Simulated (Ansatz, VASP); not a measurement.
**SrTl: VASP beside Ansatz**

```
CELL_PARAMETERS angstrom
3.83040 0.00000 0.00000
0.00000 3.83040 0.00000
0.00000 0.00000 4.23360
ATOMIC_POSITIONS crystal
Sr 0.00000 0.00000 0.00000
Tl 0.50000 0.50000 0.50000
```

Change from the starting cell: strain -0.050 along x and y, +0.050 along z, atoms carried along.

Alike in both runs: task single point; functional LDA; k mesh 12 × 12 × 12; occupations gaussian, width 0.15 eV; no spin polarisation.

|  | VASP | Ansatz |
| --- | --- | --- |
| version | VASP 6.6.1 | Ansatz 0.2.0 |
| potentials or method | VASP PAW LDA potentials, release 64 (Sr_sv, Tl_d), cutoff 520 eV | scalar-relativistic, plane waves, PAW |
| valence electrons in the cell | 23 | 23 |

```csv
,VASP,Ansatz,Ansatz less VASP
gap on the k mesh at the Fermi level (eV),none,none,-
pressure (GPa),-0.1,-0.2,-0.11
"traceless stress, the component that is largest in VASP (GPa)",-1.25,-1.26,-0.011
```

LDA's correlation is that of Perdew and Zunger in VASP and of Perdew and Wang (1992) in Ansatz. A gap of «none» marks a metal or a gap that the smearing closes.

Neither program's run includes spin-orbit coupling.
